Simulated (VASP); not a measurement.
**Li: single point with PBEsol**

Crystal: Li.

```
Li
1.0
     4.45444    0.00000    0.00000
     0.00000    4.45444    0.00000
     0.00000    0.00000    4.45444
Li
4
Direct
  0.87457 0.12543 0.62543
  0.37457 0.37457 0.37457
  0.12543 0.62543 0.87457
  0.62543 0.87457 0.12543
```

```yaml
Program: VASP 6.6.1
Task: single point
Functional: PBEsol
Potentials_or_basis: VASP PAW PBE potentials, release 64 (Li_sv)
Cutoff: 750 eV
k_mesh: 3 × 3 × 3
Occupations: gaussian, width 0.1 eV
Spin: no spin polarisation
Dipole_correction: no
Further_INCAR_settings: ALGO = Normal; EDIFF = 1e-06; NBANDS = 14
```

```json
{
 "Pressure": "-0.6 GPa",
 "Largest force": "0.004 eV/Å",
 "Band gap on the k mesh": "zero (band 6 reaches 2.68 eV, above the bottom of band 7 at 0.58 eV)"
}
```

Forces in eV/Å, atoms in the order of the input:
```
Li  -0.002  0.002  0.002
Li  -0.002 -0.002 -0.002
Li   0.002  0.002 -0.002
Li   0.002 -0.002  0.002
```

Levels at points of the mesh, in eV from the Fermi level:
```
           k point  band 3  band 4  band 5  band 6  band 7  band 8  band 9  band 10
(0.00, 0.00, 0.00)  -46.60  -46.60   -3.51    2.19    2.19    2.19    2.37     2.37
```

It took 11 s on 1 thread of Intel Xeon 8259CL (shared host), peak memory 0.22 GiB.

Caveat: the k points lie up to 0.47 Å⁻¹ apart; the PAW data sets were made with another functional, which shifts forces and pressure a little.
